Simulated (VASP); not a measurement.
# Rb3S4 (P1) in VASP: single point with PBE

Aim: the single point of Rb3S4 with PBE.

All numbers are computed with VASP 6.6.1; they aren't measurements. Logs are shortened: lines on timing, memory, paths and dates and some standing lists are left out, and cuts for length are marked.

### Step 1. The cell of the first run

The typed cell holds 7 atoms: a = 3.672 Å, b = 3.676 Å, c = 14.656 Å, α = 90.00°, β = 90.01°, γ = 87.56°.

### Step 2. Single point, PBE

Input file INCAR:

```
SYSTEM = Rb3S4
ALGO     = Normal         ! electronic algorithm
EDIFF    = 1E-7           ! SCF threshold, eV
ENCUT    = 520            ! plane-wave cutoff, eV
GGA      = PE             ! functional
ISIF     = 2              ! what is computed and relaxed
ISMEAR   = 0              ! smearing method
LASPH    = .True.         ! aspherical terms in the spheres
LCHARG   = .False.        ! write CHGCAR
LREAL    = .False.        ! projectors in reciprocal space
LWAVE    = .False.        ! write WAVECAR
NBANDS   = 34             ! bands
NELM     = 60             ! most SCF steps
PREC     = Accurate       ! precision mode
SIGMA    = 0.1            ! smearing width, eV
```

Input file KPOINTS:

```
k-points
0
Gamma
  6 6 2
  0 0 0
```

Input file POSCAR:

```
Rb3S4
1.0
    3.6708741366     -0.0169878066     -0.0874765083
    0.1728583515      3.6719619704     -0.0204553907
    0.3474981012      0.0659725671     14.6512642304
Rb S
3 4
Direct
    0.8558876540      0.1417029478      0.2047242191
    0.8568852485      0.1430194606      0.4999943736
    0.8576290764      0.1448047186      0.7953332736
    0.3554046954      0.6418916003      0.3442324614
    0.3564226962      0.6447449336      0.6557233376
    0.8585369321      0.6423859457     -0.0000049930
    0.3592336973      0.1414503933     -0.0000026721
```

Potentials or basis: VASP PAW PBE potentials, release 64 (Rb_sv, S).

Launch:

```sh
cat potpaw_PBE.64/Rb_sv/POTCAR potpaw_PBE.64/S/POTCAR > POTCAR
mpirun -np 1 vasp_std > vasp.out
```

OUTCAR:

```text
SYSTEM = Rb3S4
   EDIFF = 1E-7
   ENCUT = 520
   GGA = PE
   ISIF = 2
   ISMEAR = 0
   LASPH = .True.
   LREAL = .False.
   NELM = 60
   PREC = Accurate

 ion  position               nearest neighbor table
   1  0.856  0.142  0.205-   4 3.26   4 3.26   4 3.35   4 3.35   7 3.51   6 3.52   6 3.52   7 3.52
                             2 4.33   2 5.67   2 5.67   2 5.68   2 5.68
   2  0.857  0.143  0.500-   5 3.41   4 3.42   4 3.42   5 3.42   4 3.49   5 3.50   5 3.50   4 3.50
                             1 4.33   3 4.33   1 5.67   3 5.67   3 5.67   1 5.67   1 5.68   3 5.68
   3  0.858  0.145  0.795-   5 3.26   5 3.27   5 3.35   5 3.35   6 3.51   7 3.51   7 3.52   6 3.52
                             2 4.33   2 5.67   2 5.67   2 5.68   2 5.68
   4  0.355  0.642  0.344-   1 3.26   1 3.26   1 3.35   1 3.35   2 3.42   2 3.42   2 3.49   2 3.50

   5  0.356  0.645  0.656-   3 3.26   3 3.27   3 3.35   3 3.35   2 3.41   2 3.42   2 3.50   2 3.50

   6  0.859  0.642  1.000-   7 2.54   7 2.55   7 2.65   7 2.65   3 3.51   1 3.52   1 3.52   3 3.52

   7  0.359  0.141  1.000-   6 2.54   6 2.55   6 2.65   6 2.65   1 3.51   3 3.51   3 3.52   1 3.52

  LATTYP: Found a triclinic cell.
 ALAT       =     5.0841869281
 B/A-ratio  =     0.7230429081
 C/A-ratio  =     2.8825716523
 COS(alpha) =     0.0000486194
 COS(beta)  =     0.0001309831
 COS(gamma) =     0.6923337074

  Lattice vectors:

 A1 = (   3.4980157851,  -3.6889497770,  -0.0670211176)
 A2 = (  -0.1728583515,  -3.6719619704,   0.0204553907)
 A3 = (  -0.3474981012,  -0.0659725671, -14.6512642304)

Analysis of symmetry for initial positions (statically):
=====================================================================
 Subroutine PRICEL returns:
 Original cell was already a primitive cell.

 Routine SETGRP: Setting up the symmetry group for a
 triclinic supercell.

 Subroutine GETGRP returns: Found  1 space group operations
 (whereof  1 operations were pure point group operations)
 out of a pool of  2 trial point group operations.

The static configuration has the point symmetry C_1 .

Analysis of symmetry for dynamics (positions and initial velocities):
=====================================================================
 Subroutine PRICEL returns:
 Original cell was already a primitive cell.

 Routine SETGRP: Setting up the symmetry group for a
 triclinic supercell.

 Subroutine GETGRP returns: Found  1 space group operations
 (whereof  1 operations were pure point group operations)
 out of a pool of  2 trial point group operations.

The dynamic configuration has the point symmetry C_1 .

 Subroutine INISYM returns: Found  1 space group operations
 (whereof  1 operations are pure point group operations),
 and found     1 'primitive' translations

----------------------------------------------------------------------------------------

                                     Primitive cell

  volume of cell :     197.6477

  direct lattice vectors                    reciprocal lattice vectors
     3.670874137 -0.016987807 -0.087476508     0.272202745 -0.012849642 -0.006398234
     0.172858352  3.671961970 -0.020455391     0.001230077  0.272269077 -0.001255164
     0.347498101  0.065972567 14.651264230     0.001626925  0.000303409  0.068213542

  length of vectors
     3.671955562  3.676085302 14.655533114     0.272580970  0.272274749  0.068233615

  position of ions in fractional coordinates (direct lattice)
     0.855887654  0.141702948  0.204724219
     0.856885248  0.143019461  0.499994374
     0.857629076  0.144804719  0.795333274
     0.355404695  0.641891600  0.344232461
     0.356422696  0.644744934  0.655723338
     0.858536932  0.642385946  0.999995007
     0.359233697  0.141450393  0.999997328

  ion indices of the primitive-cell ions
   primitive index   ion index
                 1           1
                 2           2
                 3           3
                 4           4
                 5           5
                 6           6
                 7           7

----------------------------------------------------------------------------------------

 KPOINTS: k-points

Automatic generation of k-mesh.
 Grid dimensions read from file:
 generate k-points for:    6    6    2

 Generating k-lattice:

  Cartesian coordinates                     Fractional coordinates (reciprocal lattice)
     0.045367124 -0.002141607 -0.001066372     0.166666667  0.000000000 -0.000000000
     0.000205013  0.045378179 -0.000209194    -0.000000000  0.166666667  0.000000000
     0.000813462  0.000151705  0.034106771     0.000000000  0.000000000  0.500000000

  Length of vectors
     0.045430162  0.045379125  0.034116808

  Shift w.r.t. Gamma in fractional coordinates (k-lattice)
     0.000000000  0.000000000  0.000000000

 Subroutine IBZKPT returns following result:
 ===========================================

 Found     40 irreducible k-points:

 Following reciprocal coordinates:
            Coordinates               Weight
  0.000000  0.000000  0.000000      1.000000
  0.166667  0.000000  0.000000      2.000000
  0.333333  0.000000  0.000000      2.000000
  0.500000 -0.000000  0.000000      1.000000
 -0.000000  0.166667  0.000000      2.000000
  0.166667  0.166667  0.000000      2.000000
[... 16 lines left out ...]
  0.333333  0.000000  0.500000      2.000000
  0.500000 -0.000000  0.500000      1.000000
 [... further k-points ...]
   k-points           NKPTS =     40   k-points in BZ     NKDIM =     40   number of bands    NBANDS=     34
   number of dos      NEDOS =    301   number of ions     NIONS =      7
   total plane-waves  NPLWV =  87808
   dimension x,y,z NGX =    28 NGY =   28 NGZ =  112
   dimension x,y,z NGXF=    56 NGYF=   56 NGZF=  224
   ions per type =               3   4
   NGX,Y,Z   is equivalent  to a cutoff of  12.68, 12.66, 12.70 a.u.
   NGXF,Y,Z  is equivalent  to a cutoff of  25.35, 25.33, 25.41 a.u.
 SYSTEM =  Rb3S4
   PREC   = accura    normal or accurate (medium, high low for compatibility)
   ISTART =      0    job   : 0-new  1-cont  2-samecut
   ICHARG =      2    charge: 1-file 2-atom 10-const
   ISPIN  =      1    spin polarized calculation?
   LNONCOLLINEAR =      F non collinear calculations
   LSORBIT =      F    spin-orbit coupling
   LASPH  =      T    aspherical Exc in radial PAW
   ENCUT  =  520.0 eV  38.22 Ry    6.18 a.u.   6.83  6.84 27.25*2*pi/ulx,y,z
   NELM   =     60;   NELMIN=  2; NELMDL= -5     # of ELM steps
   EDIFF  = 0.1E-06   stopping-criterion for ELM
   LREAL  =      F    real-space projection
   EDIFFG = 0.1E-05   stopping-criterion for IOM
   NSW    =      0    number of steps for IOM
   IBRION =     -1    ionic relax: 0-MD 1-quasi-New 2-CG
   NFREE  =      0    steps in history (QN), initial steepest desc. (CG)
   ISIF   =      2    stress and relaxation
   ISYM   =      2    0-nonsym 1-usesym 2-fastsym
   POTIM  = 0.5000    time-step for ionic-motion
   TEBEG  =    0.0;   TEEND  =   0.0 temperature during run
   PSTRESS=    0.0 pullay stress
   NELECT =      51.0000    total number of electrons
   NUPDOWN=      -1.0000    fix difference up-down
   EMIN   =  10.00;   EMAX   =-10.00  energy-range for DOS
   EFERMI =   0.00;   METHOD = LEGACY
   ISMEAR =     0;   SIGMA  =   0.10  broadening in eV -4-tet -1-fermi 0-gaus
   EFERMI_NEDOS =   21; number of points for ismear=-14 and -15
   IALGO  =     38    algorithm
   IMIX   =      4    mixing-type and parameters
     AMIX     =   0.40;   BMIX     =  1.00
     AMIX_MAG =   1.60;   BMIX_MAG =  1.00
  volume/ion in A,a.u.               =      28.24       190.54
  Fermi-wavevector in a.u.,A,eV,Ry     =   1.042240  1.969548 14.779517  1.086264
  Thomas-Fermi vector in A             =   2.176896
   LORBIT       =      0    0 simple, 1 ext, 2 COOP (PROOUT), +10 PAW based schemes
   GGA     = PE    functional components
   LHFCALC =     F    Hartree Fock is set to
   AEXX    =    0.0000 exact exchange contribution
   IVDW    =     0    specifies the selected vdW correction
   LEPSILON=     F    determine dielectric tensor
   LRPA    =     F    only Hartree local field effects (RPA)
 non-spin polarized calculation
 Gauss-broadening in eV      SIGMA  =   0.10
  energy-cutoff  :      520.00
  volume of cell :      197.65
 maximum number of plane-waves:      5358
   NGX = 13   NGY = 13   NGZ = 55

 number of electron      51.0000010 magnetization

 Free energy of the ion-electron system (eV)
  ---------------------------------------------------
  ext. energy  EPLUGINS =         0.00000000
  ---------------------------------------------------
  free energy    TOTEN  =       -22.25550115 eV

  energy without entropy =      -22.21485189  energy(sigma->0) =      -22.23517652

 E-fermi :   1.4585     XC(G=0):  -8.5488

 val. band max:        1.4573035023   @ k =   0.1667   0.5000   0.0000
 cond. band min:       1.5168920257   @ k =  -0.0000   0.1667   0.5000
 fundamental gap:      0.0595885234
 Fermi energy:         1.4584773557

 k-point     1 :       0.0000    0.0000    0.0000
  band No.  band energies     occupation
      1     -24.6603      2.00000
      2     -24.6586      2.00000
      3     -24.1556      2.00000
      4     -13.1599      2.00000
      5      -9.8841      2.00000
      6      -9.6764      2.00000
[... 26 lines left out ...]
     33       6.5654      0.00000
     34       6.8788      0.00000

 k-point     2 :       0.1667    0.0000    0.0000
  band No.  band energies     occupation
      1     -24.6421      2.00000
      2     -24.6404      2.00000
      3     -24.1376      2.00000
      4     -12.9184      2.00000
      5      -9.7786      2.00000
      6      -9.6484      2.00000
[... 26 lines left out ...]
     33       7.0392      0.00000
     34       7.3805      0.00000
[... 775 lines left out ...]
     33       8.1994      0.00000
     34       8.2483      0.00000

 k-point    24 :       0.5000   -0.0000    0.5000
  band No.  band energies     occupation
      1     -24.5867      2.00000
      2     -24.5850      2.00000
      3     -24.0830      2.00000
      4     -11.1117      2.00000
      5     -11.0654      2.00000
      6      -9.8019      2.00000
[... 26 lines left out ...]
     33       7.9360      0.00000
     34       8.2828      0.00000

 [... further k-points ...]

------------------------ aborting loop because EDIFF is reached ----------------------------------------

  FORCE on cell =-STRESS in cart. coord.  units (eV):
  Direction    XX          YY          ZZ          XY          YZ          ZX
  --------------------------------------------------------------------------------------
  -------------------------------------------------------------------------------------
  Total        0.0169696     -0.0087005      0.0529813      0.0514673     -0.0078705     -0.0001929
  in kB        0.1375599     -0.0705285      0.4294785      0.4172056     -0.0637997     -0.0015635
  external PRESSURE =       0.1655033 kB  Pullay stress =       0.0000000 kB

 VOLUME and BASIS-vectors are now :
 -----------------------------------------------------------------------------
  energy-cutoff  :      520.00
  volume of cell :      197.65
      direct lattice vectors                 reciprocal lattice vectors
     3.670874137 -0.016987807 -0.087476508     0.272202745 -0.012849642 -0.006398234
     0.172858352  3.671961970 -0.020455391     0.001230077  0.272269077 -0.001255164
     0.347498101  0.065972567 14.651264230     0.001626925  0.000303409  0.068213542

 POSITION                                       TOTAL-FORCE (eV/Angst)
 -----------------------------------------------------------------------------------
      3.23749      0.51929      2.92170        -0.000009      0.001670     -0.001719
      3.34399      0.54359      7.24767        -0.003854      0.001820     -0.000380
      3.44966      0.56962     11.57465        -0.003415     -0.001018     -0.001162
      1.53522      2.37367      4.99922         0.004784      0.000616     -0.000181
      1.64770      2.40468      9.56281         0.005961     -0.004245      0.002773
      3.61012      2.41020     14.56295        -0.000460     -0.000671      0.000427
      1.69065      0.57927     14.61691        -0.003007      0.001827      0.000242
 -----------------------------------------------------------------------------------
    total drift:                               -0.000051      0.000068      0.000067

  FREE ENERGIE OF THE ION-ELECTRON SYSTEM (eV)
  ---------------------------------------------------
  free  energy   TOTEN  =       -22.2555011532 eV

  energy  without entropy=      -22.2148518931  energy(sigma->0) =      -22.23517652
```

Run time: 8.6 min. Hardware: 1 thread of Intel Xeon 8259CL, shared host; peak memory 0.39 GiB.

What came out:

* Free energy: -22.2555 eV
* Pressure: 0.0 GPa
* Largest force: 0.008 eV/Å
* Band gap on the k mesh: zero (an odd number of electrons rules out a gap without spin polarisation)

Forces in eV/Å, atoms in the order of the input:
```
Rb   0.000  0.002 -0.002
Rb  -0.004  0.002  0.000
Rb  -0.003 -0.001 -0.001
S    0.005  0.001  0.000
S    0.006 -0.004  0.003
S    0.000 -0.001  0.000
S   -0.003  0.002  0.000
```

Levels at points of the mesh, in eV from the Fermi level:
```tsv
k point	band 22	band 23	band 24	band 25	band 26	band 27	band 28	band 29	band 30	band 31
(0.00, 0.00, 0.00)	0.30	0.40	0.42	0.45	0.48	2.51	2.96	3.67	4.34	4.63
(0.50, 0.00, 0.00)	-1.43	-0.98	-0.90	-0.58	-0.57	0.56	0.62	4.58	5.18	5.34
(0.00, 0.50, 0.00)	-1.43	-0.96	-0.89	-0.58	-0.57	0.57	0.63	4.58	5.18	5.34
(0.50, 0.50, 0.00)	-1.35	-1.23	-1.22	-0.94	-0.49	4.13	4.16	4.54	4.90	5.06
(0.00, 0.00, 0.50)	0.30	0.40	0.42	0.45	0.48	2.51	3.38	3.60	3.67	4.69
(0.50, 0.00, 0.50)	-1.54	-0.97	-0.90	-0.59	-0.56	0.56	0.62	4.85	4.94	5.17
(0.00, 0.50, 0.50)	-1.54	-0.96	-0.89	-0.59	-0.56	0.57	0.63	4.85	4.93	5.17
(0.50, 0.50, 0.50)	-1.44	-1.29	-1.10	-0.94	-0.48	3.86	4.16	4.80	4.90	5.18
```

The gap in the log of VASP goes by the Fermi energy; the results here count the filled bands.